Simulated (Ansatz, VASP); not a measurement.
**Two plane-wave programs on Si2C**

```
Si C
1.0
     2.60656    0.00000    0.00000
    -1.30328    2.25734    0.00000
     0.00000    0.00000    7.34312
Si C
2 1
Direct
  0.00000 0.00000 0.33333
  0.00000 0.00000 0.66667
  0.00000 0.00000 0.00000
```

Alike in both runs: task single point; functional PBE; k mesh 6 × 6 × 4; occupations gaussian, width 0.1 eV; no spin polarisation.

```csv
,VASP,Ansatz
version,VASP 6.6.1,Ansatz 0.2.0
potentials or method,"VASP PAW PBE potentials, release 64 (Si, C), cutoff 520 eV","scalar-relativistic, plane waves, PAW"
valence electrons in the cell,12,12
```

VASP gave:

| Item | Value |
| --- | --- |
| gap on the k mesh at the Fermi level (eV) | none |
| pressure (GPa) | -12.6 |
| traceless stress, the component that is largest in VASP (GPa) | -1.11 |
| rms of the force components (eV/Å) | 0.985 |

Task: What did Ansatz give for the same quantities?

Result: gap on the k mesh at the Fermi level (eV): none; pressure (GPa): -12.6; traceless stress, the component that is largest in VASP (GPa): -1.14; rms of the force components (eV/Å): 0.988.

Atom by atom the forces differ by 0.003 eV/Å (rms over components). A gap of «none» marks a metal or a gap that the smearing closes.

The k mesh is coarse, so the values compare programs but aren't converged.
